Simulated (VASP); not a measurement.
# Ti (Fd-3m) in VASP: further runs

Ti is run at these levels: PBEsol; tasks: single point.

Program: VASP 6.6.1. These are calculated values, not measurements. Logs are shortened: lines on timing, memory, paths and dates and some standing lists are left out, and cuts for length are marked.

**1. The cell of the first run**

It takes space group Fd-3m (No. 227, cubic). Conventional cell: a = 5.678 Å, b = 5.678 Å, c = 5.678 Å, α = 90.00°, β = 90.00°, γ = 90.00°. Within 3.2 Å of Ti (site symmetry -43m) lie 4 Ti at 2.46 Å.

**2. Single point, PBEsol (volume scaled by 1.08)**

INCAR

```
PREC = Accurate
ENCUT = 520
EDIFF = 1E-6
ISMEAR = -1
SIGMA = 0.1
LREAL = False
LASPH = True
NELM = 100
ALGO = Normal
ISIF = 2
LWAVE = False
LCHARG = False
GGA = PS
NBANDS = 19
```

KPOINTS

```
Automatic mesh
0
Gamma
  11 11 11
```

POSCAR

```
Ti
1.0
    0.0000000000      2.8387640080      2.8387640080
    2.8387640080      0.0000000000      2.8387640080
    2.8387640080      2.8387640080      0.0000000000
Ti
2
Direct
    0.1250000000      0.1250000000      0.1250000000
    0.8750000000      0.8750000000      0.8750000000
```

Potentials or basis: VASP PAW PBE potentials, release 64 (Ti_sv).

Launch:

```console
$ cat potpaw_PBE.64/Ti_sv/POTCAR > POTCAR
$ mpirun -np 1 vasp_std > vasp.out
```

OUTCAR:

```text
PREC = Accurate
   ENCUT = 520
   EDIFF = 1E-6
   ISMEAR = -1
   LREAL = False
   LASPH = True
   NELM = 100
   ISIF = 2
   GGA = PS

 ion  position               nearest neighbor table
   1  0.125  0.125  0.125-   2 2.46   2 2.46   2 2.46   2 2.46
   2  0.875  0.875  0.875-   1 2.46   1 2.46   1 2.46   1 2.46

  LATTYP: Found a face centered cubic cell.
 ALAT       =     5.6775280160

  Lattice vectors:

 A1 = (   0.0000000000,   2.8387640080,   2.8387640080)
 A2 = (   2.8387640080,   0.0000000000,   2.8387640080)
 A3 = (   2.8387640080,   2.8387640080,   0.0000000000)

Analysis of symmetry for initial positions (statically):
=====================================================================
 Subroutine PRICEL returns:
 Original cell was already a primitive cell.

 Routine SETGRP: Setting up the symmetry group for a
 face centered cubic supercell.

 Subroutine GETGRP returns: Found 48 space group operations
 (whereof 12 operations were pure point group operations)
 out of a pool of 48 trial point group operations.

The static configuration has the point symmetry D_3d.
 The point group associated with its full space group is O_h .

Analysis of symmetry for dynamics (positions and initial velocities):
=====================================================================
 Subroutine PRICEL returns:
 Original cell was already a primitive cell.

 Routine SETGRP: Setting up the symmetry group for a
 face centered cubic supercell.

 Subroutine GETGRP returns: Found 48 space group operations
 (whereof 12 operations were pure point group operations)
 out of a pool of 48 trial point group operations.

The dynamic configuration has the point symmetry D_3d.
 The point group associated with its full space group is O_h .

 Subroutine INISYM returns: Found 48 space group operations
 (whereof 12 operations are pure point group operations),
 and found     1 'primitive' translations

----------------------------------------------------------------------------------------

                                     Primitive cell

  volume of cell :      45.7528

  direct lattice vectors                    reciprocal lattice vectors
     0.000000000  2.838764008  2.838764008    -0.176132993  0.176132993  0.176132993
     2.838764008  0.000000000  2.838764008     0.176132993 -0.176132993  0.176132993
     2.838764008  2.838764008  0.000000000     0.176132993  0.176132993 -0.176132993

  length of vectors
     4.014618560  4.014618560  4.014618560     0.305071292  0.305071292  0.305071292

  position of ions in fractional coordinates (direct lattice)
     0.125000000  0.125000000  0.125000000
     0.875000000  0.875000000  0.875000000

  ion indices of the primitive-cell ions
   primitive index   ion index
                 1           1
                 2           2

----------------------------------------------------------------------------------------

 KPOINTS: Automatic mesh

Automatic generation of k-mesh.
 Grid dimensions read from file:
 generate k-points for:   11   11   11

 Generating k-lattice:

  Cartesian coordinates                     Fractional coordinates (reciprocal lattice)
    -0.016012090  0.016012090  0.016012090     0.090909091  0.000000000  0.000000000
     0.016012090 -0.016012090  0.016012090     0.000000000  0.090909091  0.000000000
     0.016012090  0.016012090 -0.016012090     0.000000000  0.000000000  0.090909091

  Length of vectors
     0.027733754  0.027733754  0.027733754

  Shift w.r.t. Gamma in fractional coordinates (k-lattice)
     0.000000000  0.000000000  0.000000000

 Subroutine IBZKPT returns following result:
 ===========================================

 Found     56 irreducible k-points:

 Following reciprocal coordinates:
            Coordinates               Weight
  0.000000  0.000000  0.000000      1.000000
  0.090909  0.000000  0.000000      8.000000
  0.181818  0.000000  0.000000      8.000000
  0.272727  0.000000  0.000000      8.000000
  0.363636  0.000000  0.000000      8.000000
  0.454545  0.000000  0.000000      8.000000
[... 16 lines left out ...]
 -0.272727  0.181818  0.000000     24.000000
 -0.181818  0.181818  0.000000     12.000000
 [... further k-points ...]
   k-points           NKPTS =     56   k-points in BZ     NKDIM =     56   number of bands    NBANDS=     19
   number of dos      NEDOS =    301   number of ions     NIONS =      2
   total plane-waves  NPLWV =  27000
   dimension x,y,z NGX =    30 NGY =   30 NGZ =   30
   dimension x,y,z NGXF=    60 NGYF=   60 NGZF=   60
   ions per type =               2
   NGX,Y,Z   is equivalent  to a cutoff of  12.42, 12.42, 12.42 a.u.
   NGXF,Y,Z  is equivalent  to a cutoff of  24.85, 24.85, 24.85 a.u.
 SYSTEM =  unknown system
   PREC   = accura    normal or accurate (medium, high low for compatibility)
   ISTART =      0    job   : 0-new  1-cont  2-samecut
   ICHARG =      2    charge: 1-file 2-atom 10-const
   ISPIN  =      1    spin polarized calculation?
   LNONCOLLINEAR =      F non collinear calculations
   LSORBIT =      F    spin-orbit coupling
   LASPH  =      T    aspherical Exc in radial PAW
   ENCUT  =  520.0 eV  38.22 Ry    6.18 a.u.   7.46  7.46  7.46*2*pi/ulx,y,z
   NELM   =    100;   NELMIN=  2; NELMDL= -5     # of ELM steps
   EDIFF  = 0.1E-05   stopping-criterion for ELM
   LREAL  =      F    real-space projection
   EDIFFG = 0.1E-04   stopping-criterion for IOM
   NSW    =      0    number of steps for IOM
   IBRION =     -1    ionic relax: 0-MD 1-quasi-New 2-CG
   NFREE  =      0    steps in history (QN), initial steepest desc. (CG)
   ISIF   =      2    stress and relaxation
   ISYM   =      2    0-nonsym 1-usesym 2-fastsym
   POTIM  = 0.5000    time-step for ionic-motion
   TEBEG  =    0.0;   TEEND  =   0.0 temperature during run
   PSTRESS=    0.0 pullay stress
   NELECT =      24.0000    total number of electrons
   NUPDOWN=      -1.0000    fix difference up-down
   EMIN   =  10.00;   EMAX   =-10.00  energy-range for DOS
   EFERMI =   0.00;   METHOD = LEGACY
   ISMEAR =    -1;   SIGMA  =   0.10  broadening in eV -4-tet -1-fermi 0-gaus
   EFERMI_NEDOS =   21; number of points for ismear=-14 and -15
   IALGO  =     38    algorithm
   IMIX   =      4    mixing-type and parameters
     AMIX     =   0.40;   BMIX     =  1.00
     AMIX_MAG =   1.60;   BMIX_MAG =  1.00
  volume/ion in A,a.u.               =      22.88       154.38
  Fermi-wavevector in a.u.,A,eV,Ry     =   1.320300  2.495005 23.717568  1.743192
  Thomas-Fermi vector in A             =   2.450136
   LORBIT       =      0    0 simple, 1 ext, 2 COOP (PROOUT), +10 PAW based schemes
   GGA     = PS    functional components
   LHFCALC =     F    Hartree Fock is set to
   AEXX    =    0.0000 exact exchange contribution
   IVDW    =     0    specifies the selected vdW correction
   LEPSILON=     F    determine dielectric tensor
   LRPA    =     F    only Hartree local field effects (RPA)
 non-spin polarized calculation
  energy-cutoff  :      520.00
  volume of cell :       45.75
 maximum number of plane-waves:      1252
 NGX is ok and might be reduce to    30
   NGX = 15   NGY = 15   NGZ = 15

 number of electron      23.9999998 magnetization

 Free energy of the ion-electron system (eV)
  ---------------------------------------------------
  ext. energy  EPLUGINS =         0.00000000
  ---------------------------------------------------
  free energy    TOTEN  =       -11.98390334 eV

  energy without entropy =      -11.77251588  energy(sigma->0) =      -11.87820961

 E-fermi :   5.2175     XC(G=0): -10.0903

 val. band max:        5.2130202156   @ k =   0.0909   0.0000   0.0000
 cond. band min:       5.2212716951   @ k =   0.4545   0.4545   0.0000
 fundamental gap:      0.0082514795
 Fermi energy:         5.2174632074

 k-point     1 :       0.0000    0.0000    0.0000
  band No.  band energies     occupation
      1     -51.2654      2.00000
      2     -50.7586      2.00000
      3     -27.8125      2.00000
      4     -27.8125      2.00000
      5     -27.8125      2.00000
      6     -27.0752      2.00000
[... 11 lines left out ...]
     18       9.1345      0.00000
     19       9.1345      0.00000

 k-point     2 :       0.0909    0.0000    0.0000
  band No.  band energies     occupation
      1     -51.2579      2.00000
      2     -50.7664      2.00000
      3     -27.8205      2.00000
      4     -27.8205      2.00000
      5     -27.8129      2.00000
      6     -27.0761      2.00000
[... 11 lines left out ...]
     18       9.1261      0.00000
     19       9.1261      0.00000

 k-point     3 :       0.1818    0.0000    0.0000
  band No.  band energies     occupation
      1     -51.2365      2.00000
      2     -50.7887      2.00000
      3     -27.8411      2.00000
      4     -27.8411      2.00000
      5     -27.8142      2.00000
      6     -27.0782      2.00000
[... 11 lines left out ...]
     18       9.0930      0.00000
     19       9.0930      0.00000

 k-point     4 :       0.2727    0.0000    0.0000
  band No.  band energies     occupation
      1     -51.2047      2.00000
      2     -50.8216      2.00000
      3     -27.8666      2.00000
      4     -27.8666      2.00000
      5     -27.8168      2.00000
      6     -27.0800      2.00000
[... 11 lines left out ...]
     18       9.0155      0.00000
     19       9.0155      0.00000

 k-point     5 :       0.3636    0.0000    0.0000
  band No.  band energies     occupation
      1     -51.1696      2.00000
      2     -50.8577      2.00000
      3     -27.8887      2.00000
      4     -27.8887      2.00000
      5     -27.8199      2.00000
      6     -27.0808      2.00000
[... 11 lines left out ...]
     18       8.8789      0.00000
     19       8.8789      0.00000
[... 334 lines left out ...]
      2     -50.9139      2.00000
      3     -27.9793      2.00000
      4     -27.9288      2.00000
      5     -27.6942      2.00000
      6     -27.2011      2.00000
[... 11 lines left out ...]
     18       8.7423      0.00000
     19       8.8318      0.00000

 k-point    22 :      -0.3636    0.1818    0.0000
  band No.  band energies     occupation
      1     -51.1260      2.00000
      2     -50.9023      2.00000
      3     -27.9790      2.00000
      4     -27.9140      2.00000
      5     -27.7071      2.00000
      6     -27.1874      2.00000
[... 11 lines left out ...]
     18       8.3293      0.00000
     19       9.1094      0.00000

 k-point    23 :      -0.2727    0.1818    0.0000
  band No.  band energies     occupation
      1     -51.1578      2.00000
      2     -50.8698      2.00000
      3     -27.9601      2.00000
      4     -27.8907      2.00000
      5     -27.7321      2.00000
      6     -27.1618      2.00000
[... 11 lines left out ...]
     18       8.2793      0.00000
     19       9.2491      0.00000

 k-point    24 :      -0.1818    0.1818    0.0000
  band No.  band energies     occupation
      1     -51.1926      2.00000
      2     -50.8341      2.00000
      3     -27.9252      2.00000
      4     -27.8653      2.00000
      5     -27.7634      2.00000
      6     -27.1301      2.00000
[... 11 lines left out ...]
     18       8.5817      0.00000
     19       9.2740      0.00000

 [... further k-points ...]

------------------------ aborting loop because EDIFF is reached ----------------------------------------

  FORCE on cell =-STRESS in cart. coord.  units (eV):
  Direction    XX          YY          ZZ          XY          YZ          ZX
  --------------------------------------------------------------------------------------
  -------------------------------------------------------------------------------------
  Total       -0.6711572     -0.6711572     -0.6711572     -0.0000000      0.0000000     -0.0000000
  in kB      -23.5026584    -23.5026584    -23.5026584     -0.0000000      0.0000000     -0.0000000
  external PRESSURE =     -23.5026584 kB  Pullay stress =       0.0000000 kB

 VOLUME and BASIS-vectors are now :
 -----------------------------------------------------------------------------
  energy-cutoff  :      520.00
  volume of cell :       45.75
      direct lattice vectors                 reciprocal lattice vectors
     0.000000000  2.838764008  2.838764008    -0.176132993  0.176132993  0.176132993
     2.838764008  0.000000000  2.838764008     0.176132993 -0.176132993  0.176132993
     2.838764008  2.838764008  0.000000000     0.176132993  0.176132993 -0.176132993

 POSITION                                       TOTAL-FORCE (eV/Angst)
 -----------------------------------------------------------------------------------
      0.70969      0.70969      0.70969         0.000000     -0.000000      0.000000
      4.96784      4.96784      4.96784        -0.000000      0.000000     -0.000000
 -----------------------------------------------------------------------------------
    total drift:                               -0.000000      0.000000      0.000000

  FREE ENERGIE OF THE ION-ELECTRON SYSTEM (eV)
  ---------------------------------------------------
  free  energy   TOTEN  =       -11.9839033353 eV

  energy  without entropy=      -11.7725158832  energy(sigma->0) =      -11.87820961
```

Wall time 41 s (1 thread of Intel Xeon Platinum 8375C at 2.90GHz (Ice Lake), shared host); peak memory 0.18 GiB.

Results:

```yaml
Free_energy: -11.9839 eV
Pressure: -2.4 GPa
Band_gap_on_the_k_mesh: zero (band 12 reaches 5.27 eV, above the bottom of band 13 at 5.08 eV)
```

Levels at points of the mesh, in eV from the Fermi level:
| k point | band 9 | band 10 | band 11 | band 12 | band 13 | band 14 | band 15 | band 16 |
| --- | --- | --- | --- | --- | --- | --- | --- | --- |
| (0.00, 0.00, 0.00) | -4.80 | -0.59 | -0.59 | -0.14 | -0.14 | -0.14 | 1.71 | 1.71 |

Caveat: the PAW data sets were made with another functional, which shifts forces and pressure a little.

**3. Single point, PBEsol (volume scaled by 1.12)**

INCAR

```
SYSTEM = Ti
  PREC = Accurate
  ENCUT = 520
  EDIFF = 1E-6
  ISMEAR = -1
  SIGMA = 0.1
  LREAL = .False.
  LASPH = .True.
  NELM = 60
  ALGO = Normal
  ISIF = 2
  LWAVE = .False.
  LCHARG = .True.
  GGA = PS
  LELF = .True.
  LVHAR = .True.
  NBANDS = 19
```

KPOINTS

```
Automatic mesh
0
Gamma
  11 11 11
  0 0 0
```

POSCAR

```
Ti
1.0
    0.0000000000      2.8733864934      2.8733864934
    2.8733864934      0.0000000000      2.8733864934
    2.8733864934      2.8733864934      0.0000000000
Ti
2
Direct
    0.1250000000      0.1250000000      0.1250000000
    0.8750000000      0.8750000000      0.8750000000
```

Potentials or basis: VASP PAW PBE potentials, release 64 (Ti_sv).

Launch:

```console
$ cat potpaw_PBE.64/Ti_sv/POTCAR > POTCAR
$ mpirun -np 1 vasp_std > vasp.out
```

Wall time 42 s (1 thread of Intel Xeon Platinum 8375C at 2.90GHz (Ice Lake), shared host); peak memory 0.19 GiB.

The run converged. Its results:

| Item | Value |
| --- | --- |
| Free energy | -11.9544 eV |
| Pressure | -3.3 GPa |
| Band gap on the k mesh | zero (band 12 reaches 4.97 eV, above the bottom of band 13 at 4.79 eV) |

Levels at points of the mesh, in eV from the Fermi level:
| k point | band 10 | band 11 | band 12 | band 13 | band 14 | band 15 |
| --- | --- | --- | --- | --- | --- | --- |
| (0.00, 0.00, 0.00) | -0.53 | -0.53 | -0.13 | -0.13 | -0.13 | 1.65 |

Caveat: the PAW data sets were made with another functional, which shifts forces and pressure a little.
